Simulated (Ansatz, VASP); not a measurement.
**Two plane-wave programs on HfH3**

```xyz
4
Lattice="3.0846 0.0000 0.0000 0.0000 3.0846 0.0000 0.0000 0.0000 3.0846" Properties=species:S:1:pos:R:3 pbc="T T T"
Hf    0.0000    0.0000    0.0000
H     0.0000    1.5423    1.5423
H     1.5423    0.0000    1.5423
H     1.5423    1.5423    0.0000
```

Alike in both runs: task single point; functional PBEsol; k mesh 12 × 12 × 12; occupations gaussian, width 0.05 eV; no spin polarisation.

|  | VASP | Ansatz |
| --- | --- | --- |
| version | VASP 6.6.1 | Ansatz 0.2.0 |
| potentials or method | VASP PAW PBE potentials, release 64 (Hf_pv, H), cutoff 520 eV | scalar-relativistic, plane waves, PAW |
| valence electrons in the cell | 13 | 29 |

Ansatz gave:

| Quantity | Value |
| --- | --- |
| gap on the k mesh at the Fermi level (eV) | none |
| pressure (GPa) | -3.8 |

Task: Estimate VASP's values.

Result: gap on the k mesh at the Fermi level (eV): none; pressure (GPa): -4.5.

VASP's potentials were made for PBE, not for PBEsol. A gap of «none» marks a metal or a gap that the smearing closes. The functional is the same, so the differences come from potentials, cutoffs and numerics. VASP's potentials hold 13 valence electrons a cell and Ansatz's 29, so a difference there can come from the potentials and not from the codes.

Neither program's run includes spin-orbit coupling.
